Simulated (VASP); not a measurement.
# Pb (Fm-3m) in VASP: notebook

Pb is run at these levels: HSE06; tasks: single point.

Program: VASP 6.6.1. These are calculated values, not measurements. Logs are shortened: lines on timing, memory, paths and dates and some standing lists are left out, and cuts for length are marked.

## (1) The cell of the first run

Symmetry: Fm-3m, No. 225, cubic system. Conventional cell: a = 4.945 Å, b = 4.945 Å, c = 4.945 Å, α = 90.00°, β = 90.00°, γ = 90.00°. Within 4.6 Å of Pb (site symmetry m-3m) lie 12 Pb at 3.50 Å.

## (2) Single point, HSE06

Contents of POSCAR:

```
Pb
1.0
    0.0000000000      2.4723646448      2.4723646448
    2.4723646448      0.0000000000      2.4723646448
    2.4723646448      2.4723646448      0.0000000000
Pb
1
Direct
    0.0000000000      0.0000000000      0.0000000000
```

Contents of INCAR.step1:

```
SYSTEM = Pb
  PREC = Accurate
  ENCUT = 520
  EDIFF = 1E-5
  ISMEAR = -1
  SIGMA = 0.1
  LREAL = .FALSE.
  LASPH = .TRUE.
  NELM = 100
  ALGO = Normal
  ISIF = 2
  LWAVE = .TRUE.
  LCHARG = .FALSE.
  NBANDS = 13
  GGA = PE
```

Contents of INCAR.step2:

```
SYSTEM = Pb
  PREC = Accurate
  ENCUT = 520
  EDIFF = 1E-7
  ISMEAR = -1
  SIGMA = 0.1
  LREAL = .FALSE.
  LASPH = .TRUE.
  NELM = 100
  ALGO = Normal
  ISIF = 2
  LWAVE = .FALSE.
  LCHARG = .FALSE.
  GGA = PE
  LHFCALC = .TRUE.
  HFSCREEN = 0.2079
  PRECFOCK = Normal
  NBANDS = 13
  ISTART = 1
```

Contents of KPOINTS:

```
Automatic mesh
0
G
  6 6 6
  0 0 0
```

Potentials or basis: VASP PAW PBE potentials, release 64 (Pb_d).

On the command line:

```sh
cat potpaw_PBE.64/Pb_d/POTCAR > POTCAR
cp INCAR.step1 INCAR
mpirun -np 1 vasp_std > vasp.out
cp INCAR.step2 INCAR
mpirun -np 1 vasp_std > vasp.out
```

OUTCAR:

```text
SYSTEM = Pb
   PREC = Accurate
   ENCUT = 520
   EDIFF = 1E-7
   ISMEAR = -1
   LREAL = .FALSE.
   LASPH = .TRUE.
   NELM = 100
   ISIF = 2
   GGA = PE
   LHFCALC = .TRUE.
   HFSCREEN = 0.2079
   PRECFOCK = Normal
   ISTART = 1

 ion  position               nearest neighbor table
   1  0.000  0.000  0.000-

  LATTYP: Found a face centered cubic cell.
 ALAT       =     4.9447292896

  Lattice vectors:

 A1 = (   0.0000000000,   2.4723646448,   2.4723646448)
 A2 = (   2.4723646448,   0.0000000000,   2.4723646448)
 A3 = (   2.4723646448,   2.4723646448,   0.0000000000)

Analysis of symmetry for initial positions (statically):
=====================================================================
 Subroutine PRICEL returns:
 Original cell was already a primitive cell.

 Routine SETGRP: Setting up the symmetry group for a
 face centered cubic supercell.

 Subroutine GETGRP returns: Found 48 space group operations
 (whereof 48 operations were pure point group operations)
 out of a pool of 48 trial point group operations.

The static configuration has the point symmetry O_h .

Analysis of symmetry for dynamics (positions and initial velocities):
=====================================================================
 Subroutine PRICEL returns:
 Original cell was already a primitive cell.

 Routine SETGRP: Setting up the symmetry group for a
 face centered cubic supercell.

 Subroutine GETGRP returns: Found 48 space group operations
 (whereof 48 operations were pure point group operations)
 out of a pool of 48 trial point group operations.

The dynamic configuration has the point symmetry O_h .

 Subroutine INISYM returns: Found 48 space group operations
 (whereof 48 operations are pure point group operations),
 and found     1 'primitive' translations

----------------------------------------------------------------------------------------

                                     Primitive cell

  volume of cell :      30.2251

  direct lattice vectors                    reciprocal lattice vectors
     0.000000000  2.472364645  2.472364645    -0.202235540  0.202235540  0.202235540
     2.472364645  0.000000000  2.472364645     0.202235540 -0.202235540  0.202235540
     2.472364645  2.472364645  0.000000000     0.202235540  0.202235540 -0.202235540

  length of vectors
     3.496451612  3.496451612  3.496451612     0.350282231  0.350282231  0.350282231

  position of ions in fractional coordinates (direct lattice)
     0.000000000  0.000000000  0.000000000

  ion indices of the primitive-cell ions
   primitive index   ion index
                 1           1

----------------------------------------------------------------------------------------

 KPOINTS: Automatic mesh

Automatic generation of k-mesh.
 Grid dimensions read from file:
 generate k-points for:    6    6    6

 Generating k-lattice:

  Cartesian coordinates                     Fractional coordinates (reciprocal lattice)
    -0.033705923  0.033705923  0.033705923     0.166666667  0.000000000  0.000000000
     0.033705923 -0.033705923  0.033705923     0.000000000  0.166666667  0.000000000
     0.033705923  0.033705923 -0.033705923     0.000000000  0.000000000  0.166666667

  Length of vectors
     0.058380372  0.058380372  0.058380372

  Shift w.r.t. Gamma in fractional coordinates (k-lattice)
     0.000000000  0.000000000  0.000000000

 Subroutine IBZKPT returns following result:
 ===========================================

 Found     16 irreducible k-points:

 Following reciprocal coordinates:
            Coordinates               Weight
  0.000000  0.000000  0.000000      1.000000
  0.166667  0.000000  0.000000      8.000000
  0.333333  0.000000  0.000000      8.000000
  0.500000  0.000000  0.000000      4.000000
  0.166667  0.166667  0.000000      6.000000
  0.333333  0.166667  0.000000     24.000000
[... 8 lines left out ...]
 -0.333333  0.333333  0.166667     24.000000
 -0.333333  0.500000  0.166667     12.000000
   k-points           NKPTS =     16   k-points in BZ     NKDIM =    216   number of bands    NBANDS=     13
   number of dos      NEDOS =    301   number of ions     NIONS =      1
   total plane-waves  NPLWV =  21952
   dimension x,y,z NGX =    28 NGY =   28 NGZ =   28
   dimension x,y,z NGXF=    56 NGYF=   56 NGZF=   56
   ions per type =               1
   NGX,Y,Z   is equivalent  to a cutoff of  13.31, 13.31, 13.31 a.u.
   NGXF,Y,Z  is equivalent  to a cutoff of  26.63, 26.63, 26.63 a.u.
 SYSTEM =  Pb
   PREC   = accura    normal or accurate (medium, high low for compatibility)
   ISTART =      1    job   : 0-new  1-cont  2-samecut
   ICHARG =      0    charge: 1-file 2-atom 10-const
   ISPIN  =      1    spin polarized calculation?
   LNONCOLLINEAR =      F non collinear calculations
   LSORBIT =      F    spin-orbit coupling
   LASPH  =      T    aspherical Exc in radial PAW
   ENCUT  =  520.0 eV  38.22 Ry    6.18 a.u.   6.50  6.50  6.50*2*pi/ulx,y,z
   NELM   =    100;   NELMIN=  2; NELMDL=  0     # of ELM steps
   EDIFF  = 0.1E-06   stopping-criterion for ELM
   LREAL  =      F    real-space projection
   EDIFFG = 0.1E-05   stopping-criterion for IOM
   NSW    =      0    number of steps for IOM
   IBRION =     -1    ionic relax: 0-MD 1-quasi-New 2-CG
   NFREE  =      0    steps in history (QN), initial steepest desc. (CG)
   ISIF   =      2    stress and relaxation
   ISYM   =      3    0-nonsym 1-usesym 2-fastsym
   POTIM  = 0.5000    time-step for ionic-motion
   TEBEG  =    0.0;   TEEND  =   0.0 temperature during run
   PSTRESS=    0.0 pullay stress
   NELECT =      14.0000    total number of electrons
   NUPDOWN=      -1.0000    fix difference up-down
   EMIN   =  10.00;   EMAX   =-10.00  energy-range for DOS
   EFERMI =   0.00;   METHOD = LEGACY
   ISMEAR =    -1;   SIGMA  =   0.10  broadening in eV -4-tet -1-fermi 0-gaus
   EFERMI_NEDOS =   21; number of points for ismear=-14 and -15
   IALGO  =     38    algorithm
   IMIX   =      1    mixing-type and parameters
     AMIX     =   0.40;   BMIX     =  1.00
     AMIX_MAG =   1.60;   BMIX_MAG =  1.00
  volume/ion in A,a.u.               =      30.23       203.97
  Fermi-wavevector in a.u.,A,eV,Ry     =   1.266665  2.393649 21.829723  1.604439
  Thomas-Fermi vector in A             =   2.399853
   LORBIT       =      0    0 simple, 1 ext, 2 COOP (PROOUT), +10 PAW based schemes
   GGA     = PE    functional components
   LHFCALC =     T    Hartree Fock is set to
   PRECFOCK=normal    Normal, Fast or Accurate (Low or Medium for compatibility)
   ENCUT4O =  -1.0   cutoff for four orbital integrals eV
   NKREDX  =     1    reduce k-point grid by
   NKREDY  =     1    reduce k-point grid by
   NKREDZ  =     1    reduce k-point grid by
   AEXX    =    0.2500 exact exchange contribution
   HFSCREEN=    0.2079 screening length (either q_TF or 0.3 A-1)
   HFSCREENC=   0.2079 screening length for correlation (either q_TF or 0.3 A-1)
   ENCUTFOCK=  -1.0 apply spherical cutoff to Coloumb kernel
   IVDW    =     0    specifies the selected vdW correction
   LEPSILON=     F    determine dielectric tensor
   LRPA    =     F    only Hartree local field effects (RPA)
 non-spin polarized calculation
  energy-cutoff  :      520.00
  volume of cell :       30.23
 maximum number of plane-waves:       869
 NGX is ok and might be reduce to    28
  NGX = 20; NGY = 20; NGZ = 20

 number of electron      13.9999999 magnetization

 Free energy of the ion-electron system (eV)
  ---------------------------------------------------
  ext. energy  EPLUGINS =         0.00000000
  ---------------------------------------------------
  free energy    TOTEN  =        -3.98034111 eV

  energy without entropy =       -3.94934144  energy(sigma->0) =       -3.96484127

 E-fermi :   7.4341     XC(G=0):  -8.4497

 val. band max:        7.2645238231   @ k =   0.3333   0.3333   0.0000
 cond. band min:       7.5302499410   @ k =   0.3333   0.1667   0.0000
 fundamental gap:      0.2657261179
 Fermi energy:         7.4340837707

 k-point     1 :       0.0000    0.0000    0.0000
  band No.  band energies     occupation
      1     -11.7390      2.00000
      2     -11.7390      2.00000
      3     -11.7390      2.00000
      4     -11.5926      2.00000
      5     -11.5926      2.00000
      6      -5.8587      2.00000
      7      15.4625      0.00000
      8      15.4625      0.00000
      9      15.4625      0.00000
     10      17.7375      0.00000
     11      19.4271      0.00000
     12      20.4914      0.00000
     13      20.4914      0.00000

 k-point     2 :       0.1667    0.0000    0.0000
  band No.  band energies     occupation
      1     -11.7427      2.00000
      2     -11.7080      2.00000
      3     -11.7080      2.00000
      4     -11.5867      2.00000
      5     -11.5867      2.00000
      6      -5.2571      2.00000
      7      10.9623      0.00000
      8      14.8341      0.00000
      9      14.8341      0.00000
     10      17.1036      0.00000
     11      20.6757      0.00000
     12      21.2366      0.00000
     13      21.2375      0.00000

 k-point     3 :       0.3333    0.0000    0.0000
  band No.  band energies     occupation
      1     -11.7611      2.00000
      2     -11.7122      2.00000
      3     -11.7122      2.00000
      4     -11.5066      2.00000
      5     -11.5066      2.00000
      6      -3.4903      2.00000
      7       5.5640      2.00000
      8      13.8781      0.00000
      9      13.8781      0.00000
     10      16.8398      0.00000
     11      18.5543      0.00000
     12      19.6935      0.00000
     13      19.6935      0.00000
[... 177 lines left out ...]
 k-point    15 :      -0.3333    0.3333    0.1667
  band No.  band energies     occupation
      1     -11.7461      2.00000
      2     -11.7038      2.00000
      3     -11.6065      2.00000
      4     -11.5634      2.00000
      5     -11.4493      2.00000
      6      -0.5512      2.00000
      7       4.2676      2.00000
      8       7.2424      1.74361
      9       9.5116      0.00000
     10      17.3682      0.00000
     11      19.3506      0.00000
     12      22.3841      0.00000
     13      22.4113      0.00000

 k-point    16 :      -0.3333    0.5000    0.1667
  band No.  band energies     occupation
      1     -11.8002      2.00000
      2     -11.7591      2.00000
      3     -11.5507      2.00000
      4     -11.5168      2.00000
      5     -11.4145      2.00000
      6       0.0521      2.00000
      7       4.4897      2.00000
      8       7.1590      1.87994
      9       7.9362      0.01311
     10      16.7351      0.00000
     11      17.6152      0.00000
     12      23.0039      0.00000
     13      23.4229      0.00000

------------------------ aborting loop because EDIFF is reached ----------------------------------------

  FORCE on cell =-STRESS in cart. coord.  units (eV):
  Direction    XX          YY          ZZ          XY          YZ          ZX
  --------------------------------------------------------------------------------------
  -------------------------------------------------------------------------------------
  Total        0.4308041      0.4308041      0.4308041     -0.0000000      0.0000000     -0.0000000
  in kB       22.8361476     22.8361476     22.8361476     -0.0000000      0.0000000     -0.0000000
  external PRESSURE =      22.8361476 kB  Pullay stress =       0.0000000 kB

 VOLUME and BASIS-vectors are now :
 -----------------------------------------------------------------------------
  energy-cutoff  :      520.00
  volume of cell :       30.23
      direct lattice vectors                 reciprocal lattice vectors
     0.000000000  2.472364645  2.472364645    -0.202235540  0.202235540  0.202235540
     2.472364645  0.000000000  2.472364645     0.202235540 -0.202235540  0.202235540
     2.472364645  2.472364645  0.000000000     0.202235540  0.202235540 -0.202235540

 POSITION                                       TOTAL-FORCE (eV/Angst)
 -----------------------------------------------------------------------------------
      0.00000      0.00000      0.00000         0.000000      0.000000      0.000000
 -----------------------------------------------------------------------------------
    total drift:                               -0.000001     -0.000003     -0.000002

  FREE ENERGIE OF THE ION-ELECTRON SYSTEM (eV)
  ---------------------------------------------------
  free  energy   TOTEN  =        -3.9803411105 eV

  energy  without entropy=       -3.9493414373  energy(sigma->0) =       -3.96484127
```

It took 22 min on 1 thread of AMD EPYC 7R13 (Zen 3), shared host; peak memory 0.24 GiB.

Results:

- Free energy: -3.9803 eV
- Pressure: 2.3 GPa
- Band gap on the k mesh: zero (bands 7 and 8 overlap by 9.99 eV)

Levels at points of the mesh, in eV from the Fermi level:
| k point | band 5 | band 6 | band 7 | band 8 | band 9 | band 10 |
| --- | --- | --- | --- | --- | --- | --- |
| (0.00, 0.00, 0.00) | -19.03 | -13.29 | 8.03 | 8.03 | 8.03 | 10.30 |
| (0.50, 0.00, 0.00) | -18.88 | -9.12 | -4.97 | 6.04 | 6.04 | 9.72 |
| (0.50, 0.50, 0.00) | -18.85 | -7.48 | -3.95 | 2.18 | 2.18 | 5.61 |

Caveat: the k points lie up to 0.37 Å⁻¹ apart, too coarse for converged energies and pressures of a metal; the PAW data sets were made with another functional, which shifts forces and pressure a little; spin-orbit coupling is left out, which moves the levels of the heavy elements.

## (3) Single point, HSE06

POSCAR is that of step 2.

Contents of INCAR.step1:

```
PREC = Accurate
ENCUT = 520
EDIFF = 1E-5
ISMEAR = -1
SIGMA = 0.1
LREAL = F
LASPH = T
NELM = 60
ALGO = Normal
ISIF = 2
LWAVE = T
NBANDS = 13
GGA = PE
```

Contents of INCAR.step2:

```
PREC = Accurate
ENCUT = 520
EDIFF = 1E-6
ISMEAR = -1
SIGMA = 0.1
LREAL = F
LASPH = T
NELM = 60
ALGO = Normal
ISIF = 2
LWAVE = F
LCHARG = T
GGA = PE
LHFCALC = T
HFSCREEN = 0.2079
PRECFOCK = Normal
LELF = T
LVHAR = T
NBANDS = 13
ISTART = 1
```

Contents of KPOINTS:

```
Automatic mesh
0
Gamma
  6 6 6
```

Potentials or basis: VASP PAW PBE potentials, release 64 (Pb_d).

On the command line:

```sh
cat potpaw_PBE.64/Pb_d/POTCAR > POTCAR
cp INCAR.step1 INCAR
mpirun -np 1 vasp_std > vasp.out
cp INCAR.step2 INCAR
mpirun -np 1 vasp_std > vasp.out
```

It took 19 min on 1 thread of AMD EPYC 7R13 (Zen 3), shared host; peak memory 0.24 GiB.

The run converged. Its results:

| Quantity | Value |
| --- | --- |
| Free energy | -3.9803 eV |
| Pressure | 2.3 GPa |
| Band gap on the k mesh | zero (bands 7 and 8 overlap by 9.99 eV) |

Levels at points of the mesh, in eV from the Fermi level:
| k point | band 5 | band 6 | band 7 | band 8 | band 9 | band 10 |
| --- | --- | --- | --- | --- | --- | --- |
| (0.00, 0.00, 0.00) | -19.03 | -13.29 | 8.03 | 8.03 | 8.03 | 10.30 |
| (0.50, 0.00, 0.00) | -18.88 | -9.12 | -4.97 | 6.04 | 6.04 | 9.72 |
| (0.50, 0.50, 0.00) | -18.85 | -7.48 | -3.95 | 2.18 | 2.18 | 5.61 |

Caveat: the k points lie up to 0.37 Å⁻¹ apart, too coarse for converged energies and pressures of a metal; the PAW data sets were made with another functional, which shifts forces and pressure a little; spin-orbit coupling is left out, which moves the levels of the heavy elements.
